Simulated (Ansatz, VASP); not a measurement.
## One calculation of AlN, two programs

```
Al N
1.0
     0.00000    2.20126    2.20126
     2.20126    0.00000    2.20126
     2.20126    2.20126    0.00000
Al N
1 1
Cartesian
  0.0000 0.0000 0.0000
  1.1006 1.1006 1.1006
```

Alike in both runs: functional PBE; k mesh 10 × 10 × 10; occupations gaussian, width 0.02 eV; no spin polarisation.

Ansatz relaxed the structure, and its values are those at the end. VASP's run is a single point on that final structure, the one shown.

|  | VASP | Ansatz |
| --- | --- | --- |
| version | VASP 6.6.1 | Ansatz 0.2.0 |
| potentials or method | VASP PAW PBE potentials, release 64 (Al, N), cutoff 600 eV | scalar-relativistic, plane waves, PAW |
| valence electrons in the cell | 8 | 8 |

|  | VASP | Ansatz | Ansatz less VASP |
| --- | --- | --- | --- |
| gap on the k mesh at the Fermi level (eV) | 3.31 | 3.31 | +0.006 |
| least direct gap on the mesh (eV) | 3.99 | 3.98 | -0.008 |
| pressure (GPa) | -0.3 | 0.0 | +0.32 |
